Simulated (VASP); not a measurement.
# Al (I4/mmm) in VASP: notebook

Al is run at these levels: LDA; tasks: single point.

Everything below comes from runs of VASP 6.6.1. Logs are shortened: lines on timing, memory, paths and dates and some standing lists are left out, and cuts for length are marked.

### Step 1. The cell of the first run

The structure is tetragonal, space group I4/mmm (No. 139). The conventional cell has a = 3.011 Å, b = 3.011 Å, c = 3.768 Å, α = 90.00°, β = 90.00°, γ = 90.00°. Within 3.7 Å of Al (site symmetry 4/mmm) lie 12 Al at 2.84 to 3.01 Å.

### Step 2. Single point, LDA (volume 17.083 Å^3 an atom, c/a of the conventional cell 1.2513)

File INCAR:

```
PREC = Accurate
ENCUT = 520
EDIFF = 1E-6
ISMEAR = 0
SIGMA = 0.15
LREAL = False
LASPH = True
NELM = 60
ALGO = Normal
ISIF = 2
LWAVE = False
LCHARG = True
LELF = True
LVHAR = True
NBANDS = 8
```

File KPOINTS:

```
regular mesh
0
Gamma
  22 22 22
```

File POSCAR:

```
Al
1.0
   -1.5056160475      1.5056160475      1.8839773602
    1.5056160475     -1.5056160475      1.8839773602
    1.5056160475      1.5056160475     -1.8839773602
Al
1
Direct
    0.0000000000      0.0000000000      0.0000000000
```

Potentials or basis: VASP PAW LDA potentials, release 64 (Al).

Launch:

```console
cat potpaw_LDA.64/Al/POTCAR > POTCAR
mpirun -np 1 vasp_std > vasp.out
```

OUTCAR:

```text
PREC = Accurate
   ENCUT = 520
   EDIFF = 1E-6
   ISMEAR = 0
   LREAL = False
   LASPH = True
   NELM = 60
   ISIF = 2

 ion  position               nearest neighbor table
   1  0.000  0.000  0.000-

  LATTYP: Found a body centered tetragonal cell.
 ALAT       =     3.0112320950
 C/A-ratio  =     1.2513000000

  Lattice vectors:

 A1 = (  -1.5056160475,   1.5056160475,   1.8839773602)
 A2 = (   1.5056160475,  -1.5056160475,   1.8839773602)
 A3 = (   1.5056160475,   1.5056160475,  -1.8839773602)

Analysis of symmetry for initial positions (statically):
=====================================================================
 Subroutine PRICEL returns:
 Original cell was already a primitive cell.

 Routine SETGRP: Setting up the symmetry group for a
 body centered tetragonal supercell.

 Subroutine GETGRP returns: Found 16 space group operations
 (whereof 16 operations were pure point group operations)
 out of a pool of 16 trial point group operations.

The static configuration has the point symmetry D_4h.

Analysis of symmetry for dynamics (positions and initial velocities):
=====================================================================
 Subroutine PRICEL returns:
 Original cell was already a primitive cell.

 Routine SETGRP: Setting up the symmetry group for a
 body centered tetragonal supercell.

 Subroutine GETGRP returns: Found 16 space group operations
 (whereof 16 operations were pure point group operations)
 out of a pool of 16 trial point group operations.

The dynamic configuration has the point symmetry D_4h.

 Subroutine INISYM returns: Found 16 space group operations
 (whereof 16 operations are pure point group operations),
 and found     1 'primitive' translations

----------------------------------------------------------------------------------------

                                     Primitive cell

  volume of cell :      17.0830

  direct lattice vectors                    reciprocal lattice vectors
    -1.505616047  1.505616047  1.883977360     0.000000000  0.332089978  0.265395971
     1.505616047 -1.505616047  1.883977360     0.332089978  0.000000000  0.265395971
     1.505616047  1.505616047 -1.883977360     0.332089978  0.332089978  0.000000000

  length of vectors
     2.843084603  2.843084603  2.843084603     0.425110309  0.425110309  0.469646151

  position of ions in fractional coordinates (direct lattice)
     0.000000000  0.000000000  0.000000000

  ion indices of the primitive-cell ions
   primitive index   ion index
                 1           1

----------------------------------------------------------------------------------------

 KPOINTS: regular mesh

Automatic generation of k-mesh.
 Grid dimensions read from file:
 generate k-points for:   22   22   22

 Generating k-lattice:

  Cartesian coordinates                     Fractional coordinates (reciprocal lattice)
     0.000000000  0.015094999  0.012063453     0.045454545  0.000000000  0.000000000
     0.015094999  0.000000000  0.012063453     0.000000000  0.045454545  0.000000000
     0.015094999  0.015094999  0.000000000     0.000000000  0.000000000  0.045454545

  Length of vectors
     0.019323196  0.019323196  0.021347552

  Shift w.r.t. Gamma in fractional coordinates (k-lattice)
     0.000000000  0.000000000  0.000000000

 Subroutine IBZKPT returns following result:
 ===========================================

 Found    834 irreducible k-points:

 Following reciprocal coordinates:
            Coordinates               Weight
  0.000000  0.000000  0.000000      1.000000
  0.045455  0.000000 -0.000000      8.000000
  0.090909  0.000000 -0.000000      8.000000
  0.136364  0.000000 -0.000000      8.000000
  0.181818  0.000000 -0.000000      8.000000
  0.227273  0.000000  0.000000      8.000000
[... 16 lines left out ...]
  0.500000  0.045455 -0.000000     16.000000
 -0.454545  0.045455  0.000000     16.000000
 [... further k-points ...]
   k-points           NKPTS =    834   k-points in BZ     NKDIM =    834   number of bands    NBANDS=      8
   number of dos      NEDOS =    301   number of ions     NIONS =      1
   total plane-waves  NPLWV =  13824
   dimension x,y,z NGX =    24 NGY =   24 NGZ =   24
   dimension x,y,z NGXF=    48 NGYF=   48 NGZF=   48
   ions per type =               1
   NGX,Y,Z   is equivalent  to a cutoff of  14.03, 14.03, 14.03 a.u.
   NGXF,Y,Z  is equivalent  to a cutoff of  28.07, 28.07, 28.07 a.u.
 SYSTEM =  unknown system
   PREC   = accura    normal or accurate (medium, high low for compatibility)
   ISTART =      0    job   : 0-new  1-cont  2-samecut
   ICHARG =      2    charge: 1-file 2-atom 10-const
   ISPIN  =      1    spin polarized calculation?
   LNONCOLLINEAR =      F non collinear calculations
   LSORBIT =      F    spin-orbit coupling
   LASPH  =      T    aspherical Exc in radial PAW
   ENCUT  =  520.0 eV  38.22 Ry    6.18 a.u.   5.29  5.29  5.29*2*pi/ulx,y,z
   NELM   =     60;   NELMIN=  2; NELMDL= -5     # of ELM steps
   EDIFF  = 0.1E-05   stopping-criterion for ELM
   LREAL  =      F    real-space projection
   EDIFFG = 0.1E-04   stopping-criterion for IOM
   NSW    =      0    number of steps for IOM
   IBRION =     -1    ionic relax: 0-MD 1-quasi-New 2-CG
   NFREE  =      0    steps in history (QN), initial steepest desc. (CG)
   ISIF   =      2    stress and relaxation
   ISYM   =      2    0-nonsym 1-usesym 2-fastsym
   POTIM  = 0.5000    time-step for ionic-motion
   TEBEG  =    0.0;   TEEND  =   0.0 temperature during run
   PSTRESS=    0.0 pullay stress
   NELECT =       3.0000    total number of electrons
   NUPDOWN=      -1.0000    fix difference up-down
   EMIN   =  10.00;   EMAX   =-10.00  energy-range for DOS
   EFERMI =   0.00;   METHOD = LEGACY
   ISMEAR =     0;   SIGMA  =   0.15  broadening in eV -4-tet -1-fermi 0-gaus
   EFERMI_NEDOS =   21; number of points for ismear=-14 and -15
   IALGO  =     38    algorithm
   IMIX   =      4    mixing-type and parameters
     AMIX     =   0.40;   BMIX     =  1.00
     AMIX_MAG =   1.60;   BMIX_MAG =  1.00
  volume/ion in A,a.u.               =      17.08       115.28
  Fermi-wavevector in a.u.,A,eV,Ry     =   0.916770  1.732445 11.435258  0.840468
  Thomas-Fermi vector in A             =   2.041663
   LORBIT       =      0    0 simple, 1 ext, 2 COOP (PROOUT), +10 PAW based schemes
   GGA     = CA    functional components
   LHFCALC =     F    Hartree Fock is set to
   AEXX    =    0.0000 exact exchange contribution
   IVDW    =     0    specifies the selected vdW correction
   LEPSILON=     F    determine dielectric tensor
   LRPA    =     F    only Hartree local field effects (RPA)
 non-spin polarized calculation
 Gauss-broadening in eV      SIGMA  =   0.15
  energy-cutoff  :      520.00
  volume of cell :       17.08
 maximum number of plane-waves:       476
 NGX is ok and might be reduce to    24
   NGX = 11   NGY = 11   NGZ = 11

 number of electron       3.0000000 magnetization

 Free energy of the ion-electron system (eV)
  ---------------------------------------------------
  ext. energy  EPLUGINS =         0.00000000
  ---------------------------------------------------
  free energy    TOTEN  =        -4.14896189 eV

  energy without entropy =       -4.14379954  energy(sigma->0) =       -4.14638072

 E-fermi :   7.4016     XC(G=0): -10.2161

 val. band max:        7.3975346305   @ k =  -0.3182   0.5000   0.3182
 cond. band min:       7.4067425152   @ k =  -0.2727   0.3636   0.2273
 fundamental gap:      0.0092078847
 Fermi energy:         7.4015555303

 k-point     1 :       0.0000    0.0000    0.0000
  band No.  band energies     occupation
      1      -3.4263      2.00000
      2      19.5999      0.00000
      3      19.5999      0.00000
      4      20.7325      0.00000
      5      20.8345      0.00000
      6      21.0906      0.00000
      7      21.0906      0.00000
      8      24.0344      0.00000

 k-point     2 :       0.0455    0.0000   -0.0000
  band No.  band energies     occupation
      1      -3.3712      2.00000
      2      18.6510      0.00000
      3      19.3108      0.00000
      4      20.2003      0.00000
      5      21.1509      0.00000
      6      21.4255      0.00000
      7      21.7177      0.00000
      8      23.8419      0.00000

 k-point     3 :       0.0909    0.0000   -0.0000
  band No.  band energies     occupation
      1      -3.2059      2.00000
      2      16.9815      0.00000
      3      18.7889      0.00000
      4      19.6946      0.00000
      5      21.7348      0.00000
      6      21.9336      0.00000
      7      22.0113      0.00000
      8      23.4417      0.00000

 k-point     4 :       0.1364    0.0000   -0.0000
  band No.  band energies     occupation
      1      -2.9308      2.00000
      2      15.2024      0.00000
      3      18.2776      0.00000
      4      19.2986      0.00000
      5      21.7409      0.00000
      6      21.8778      0.00000
      7      22.5044      0.00000
      8      23.7788      0.00000

 k-point     5 :       0.1818    0.0000   -0.0000
  band No.  band energies     occupation
      1      -2.5466      2.00000
      2      13.4346      0.00000
      3      17.8320      0.00000
      4      18.9843      0.00000
      5      21.0410      0.00000
      6      21.8339      0.00000
      7      22.7400      0.00000
      8      24.1741      0.00000
[... 177 lines left out ...]
 k-point    22 :       0.4545    0.0455    0.0000
  band No.  band energies     occupation
      1       2.4536      2.00000
      2       3.8749      2.00000
      3      15.9775      0.00000
      4      17.2529      0.00000
      5      19.1778      0.00000
      6      19.9957      0.00000
      7      23.1590      0.00000
      8      24.2130      0.00000

 k-point    23 :       0.5000    0.0455   -0.0000
  band No.  band energies     occupation
      1       2.6988      2.00000
      2       3.6081      2.00000
      3      16.1992      0.00000
      4      17.0117      0.00000
      5      19.3838      0.00000
      6      19.6905      0.00000
      7      22.7370      0.00000
      8      24.6936      0.00000

 k-point    24 :      -0.4545    0.0455    0.0000
  band No.  band energies     occupation
      1       1.6261      2.00000
      2       4.8531      2.00000
      3      16.4996      0.00000
      4      16.8758      0.00000
      5      19.3140      0.00000
      6      19.8298      0.00000
      7      22.3586      0.00000
      8      25.3289      0.00000

 [... further k-points ...]
[... 5 lines left out ...]
  --------------------------------------------------------------------------------------
  -------------------------------------------------------------------------------------
  Total       -0.6665417     -0.6665417     -0.1589214      0.0000000     -0.0000000      0.0000000
  in kB      -62.5134930    -62.5134930    -14.9048937      0.0000000     -0.0000000      0.0000000
  external PRESSURE =     -46.6439599 kB  Pullay stress =       0.0000000 kB

 VOLUME and BASIS-vectors are now :
 -----------------------------------------------------------------------------
  energy-cutoff  :      520.00
  volume of cell :       17.08
      direct lattice vectors                 reciprocal lattice vectors
    -1.505616047  1.505616047  1.883977360     0.000000000  0.332089978  0.265395971
     1.505616047 -1.505616047  1.883977360     0.332089978  0.000000000  0.265395971
     1.505616047  1.505616047 -1.883977360     0.332089978  0.332089978  0.000000000

 POSITION                                       TOTAL-FORCE (eV/Angst)
 -----------------------------------------------------------------------------------
      0.00000      0.00000      0.00000         0.000000      0.000000      0.000000
 -----------------------------------------------------------------------------------
    total drift:                               -0.000000      0.000000      0.000000

  FREE ENERGIE OF THE ION-ELECTRON SYSTEM (eV)
  ---------------------------------------------------
  free  energy   TOTEN  =        -4.1489618905 eV

  energy  without entropy=       -4.1437995434  energy(sigma->0) =       -4.14638072
```

Wall time 81 s (1 thread of AMD EPYC 9R45 (Zen 5), shared host); peak memory 0.16 GiB.

Results:

* Free energy: -4.1490 eV
* Pressure: -4.7 GPa

### Step 3. Single point, LDA (volume 17.083 Å^3 an atom, c/a of the conventional cell 0.9280)

File INCAR:

```
SYSTEM = Al
PREC = Accurate
ENCUT = 520
EDIFF = 1E-6
ISMEAR = 0
SIGMA = 0.15
LREAL = .False.
LASPH = .True.
NELM = 60
ALGO = Normal
ISIF = 2
LWAVE = .False.
LCHARG = .True.
LELF = .True.
LVHAR = .True.
NBANDS = 8
```

File KPOINTS:

```
regular mesh
0
Gamma
  22 22 22
  0 0 0
```

File POSCAR:

```
Al
1.0
   -1.6633566971      1.6633566971      1.5435950149
    1.6633566971     -1.6633566971      1.5435950149
    1.6633566971      1.6633566971     -1.5435950149
Al
1
Direct
    0.0000000000      0.0000000000      0.0000000000
```

Potentials or basis: VASP PAW LDA potentials, release 64 (Al).

Launch:

```console
cat potpaw_LDA.64/Al/POTCAR > POTCAR
mpirun -np 1 vasp_std > vasp.out
```

It took 80 s on 1 thread of AMD EPYC 9R45 (Zen 5), shared host; peak memory 0.17 GiB.

It converged, with:

```
Free energy : -4.0900 eV
Pressure    : -3.5 GPa
```

Stress tensor (GPa, compression positive):
```
-2.86  0.00  0.00
 0.00 -2.86  0.00
 0.00  0.00 -4.80
```

Levels at points of the mesh, in eV from the Fermi level:
| k point | band 1 | band 2 | band 3 | band 4 | band 5 | band 6 |
| --- | --- | --- | --- | --- | --- | --- |
| (0.00, 0.00, 0.00) | -10.84 | 11.93 | 13.50 | 13.50 | 13.67 | 13.67 |
| (0.50, 0.00, 0.00) | -4.00 | -3.57 | 7.40 | 7.75 | 9.13 | 10.82 |
| (0.50, 0.50, 0.00) | -4.35 | -4.27 | 8.79 | 9.32 | 10.93 | 11.63 |
| (0.50, 0.50, 0.50) | 1.16 | 1.16 | 2.76 | 2.92 | 3.22 | 5.64 |

### Step 4. Single point, LDA (volume 17.515 Å^3 an atom, c/a of the conventional cell 1.3484)

File INCAR:

```
SYSTEM = Al
PREC     = Accurate       ! precision mode
ENCUT    = 520            ! plane-wave cutoff, eV
EDIFF    = 1E-6           ! SCF threshold, eV
ISMEAR   = 0              ! smearing method
SIGMA    = 0.15           ! smearing width, eV
LREAL    = .False.        ! projectors in reciprocal space
LASPH    = .True.         ! aspherical terms in the spheres
NELM     = 100            ! most SCF steps
ALGO     = Normal         ! electronic algorithm
ISIF     = 2              ! what is computed and relaxed
LWAVE    = .False.        ! write WAVECAR
LCHARG   = .False.        ! write CHGCAR
NBANDS   = 8              ! bands
```

File KPOINTS:

```
Automatic mesh
0
Gamma
  22 22 22
  0 0 0
```

File POSCAR:

```
Al
1.0
   -1.4808479512      1.4808479512      1.9967753774
    1.4808479512     -1.4808479512      1.9967753774
    1.4808479512      1.4808479512     -1.9967753774
Al
1
Direct
    0.0000000000      0.0000000000      0.0000000000
```

Launch:

```console
cat potpaw_LDA.64/Al/POTCAR > POTCAR
mpirun -np 1 vasp_std > vasp.out
```

Wall time 80 s (1 thread of AMD EPYC 9R45 (Zen 5), shared host); peak memory 0.17 GiB.

The run converged. Its results:

```
Free energy : -4.1521 eV
Pressure    : -6.7 GPa
```

Stress tensor (GPa, compression positive):
```
-7.25  0.00  0.00
 0.00 -7.25  0.00
 0.00  0.00 -5.46
```

Levels at points of the mesh, in eV from the Fermi level:
| k point | band 1 | band 2 | band 3 | band 4 | band 5 |
| --- | --- | --- | --- | --- | --- |
| (0.00, 0.00, 0.00) | -10.69 | 12.12 | 12.12 | 12.62 | 13.06 |
| (0.50, 0.00, 0.00) | -4.30 | -4.30 | 10.10 | 10.68 | 11.03 |
| (0.50, 0.50, 0.00) | -2.96 | -1.93 | 5.41 | 5.49 | 5.73 |
| (0.50, 0.50, 0.50) | -2.29 | -0.96 | 4.73 | 4.73 | 4.96 |

### Step 5. Single point, LDA (volume 17.515 Å^3 an atom, c/a of the conventional cell 1.5658)

File INCAR:

```
PREC = Accurate ; ENCUT = 520
EDIFF = 1E-6 ; ISMEAR = 0
SIGMA = 0.15 ; LREAL = False
LASPH = True ; NELM = 80
ALGO = Normal ; ISIF = 2
LWAVE = False ; LCHARG = True
LELF = True ; LVHAR = True
NBANDS = 8
```

File KPOINTS:

```
regular mesh
0
Gamma
  22 22 22
```

File POSCAR:

```
Al
1.0
   -1.4088711863      1.4088711863      2.2060105035
    1.4088711863     -1.4088711863      2.2060105035
    1.4088711863      1.4088711863     -2.2060105035
Al
1
Direct
    0.0000000000      0.0000000000      0.0000000000
```

Launch:

```console
cat potpaw_LDA.64/Al/POTCAR > POTCAR
mpirun -np 1 vasp_std > vasp.out
```

Run time: 78 s. Hardware: 1 thread of AMD EPYC 9R45 (Zen 5), shared host; peak memory 0.17 GiB.

The run converged. Its results:

```
Free energy : -4.1410 eV
Pressure    : -6.2 GPa
```

Stress tensor (GPa, compression positive):
```
-4.98  0.00  0.00
 0.00 -4.98  0.00
 0.00  0.00 -8.51
```

Levels at points of the mesh, in eV from the Fermi level:
| k point | band 1 | band 2 | band 3 | band 4 | band 5 |
| --- | --- | --- | --- | --- | --- |
| (0.00, 0.00, 0.00) | -10.69 | 11.63 | 12.75 | 12.75 | 13.12 |
| (0.50, 0.00, 0.00) | -4.29 | -4.28 | 9.13 | 9.84 | 11.87 |
| (0.50, 0.50, 0.00) | -2.27 | -0.91 | 4.40 | 5.04 | 5.15 |
| (0.50, 0.50, 0.50) | -3.57 | -2.95 | 6.05 | 6.49 | 6.49 |

### Step 6. Single point, LDA (volume 17.515 Å^3 an atom, c/a of the conventional cell 1.1612)

File INCAR:

```
  ALGO = Normal
  EDIFF = 1E-6
  ENCUT = 520
  ISIF = 2
  ISMEAR = 0
  LASPH = True
  LCHARG = False
  LREAL = False
  LWAVE = False
  NBANDS = 8
  NELM = 100
  PREC = Accurate
  SIGMA = 0.15
```

File KPOINTS:

```
k-points
0
Gamma
  22 22 22
```

File POSCAR:

```
Al
1.0
   -1.5564949205      1.5564949205      1.8074019016
    1.5564949205     -1.5564949205      1.8074019016
    1.5564949205      1.5564949205     -1.8074019016
Al
1
Direct
    0.0000000000      0.0000000000      0.0000000000
```

Potentials or basis: VASP PAW LDA potentials, release 64 (Al).

Launch:

```console
cat potpaw_LDA.64/Al/POTCAR > POTCAR
mpirun -np 1 vasp_std > vasp.out
```

Run time: 74 s. Hardware: 1 thread of AMD EPYC 9R45 (Zen 5), shared host; peak memory 0.17 GiB.

The run converged. Its results:

```yaml
Free_energy: -4.1044 eV
Pressure: -5.3 GPa
```

Stress tensor (GPa, compression positive):
```
-7.39  0.00  0.00
 0.00 -7.39  0.00
 0.00  0.00 -1.27
```

Levels at points of the mesh, in eV from the Fermi level:
```csv
k point,band 1,band 2,band 3,band 4
"(0.00, 0.00, 0.00)",-10.65,12.16,12.16,13.07
"(0.50, 0.00, 0.00)",-4.19,-4.12,8.70,9.31
"(0.50, 0.50, 0.00)",-3.52,-2.86,6.23,6.54
"(0.50, 0.50, 0.50)",-0.52,1.23,3.18,3.18
```

### Step 7. Summary

| cell | gap on the mesh (eV) | pressure (GPa) |
| --- | --- | --- |
| a = 2.843 Å, angles 116.0, 116.0, 97.0°, 1 atom | none | -4.7 |
| a = 2.814 Å, angles 107.5, 107.5, 113.5°, 1 atom | none | -3.5 |
| a = 2.894 Å, angles 118.4, 118.4, 92.7°, 1 atom | none | -6.7 |
| a = 2.973 Å, angles 123.4, 123.4, 84.2°, 1 atom | none | -6.2 |
| a = 2.848 Å, angles 113.7, 113.7, 101.2°, 1 atom | none | -5.3 |

Alike in all rows: task single point; level LDA; potentials or basis VASP PAW LDA potentials, release 64 (Al); no spin polarisation; k mesh 22 × 22 × 22; cutoff (eV) 520; smearing gaussian 0.15 eV.

Total energies depend on the potentials used, so only differences within one code and one set of settings carry meaning.
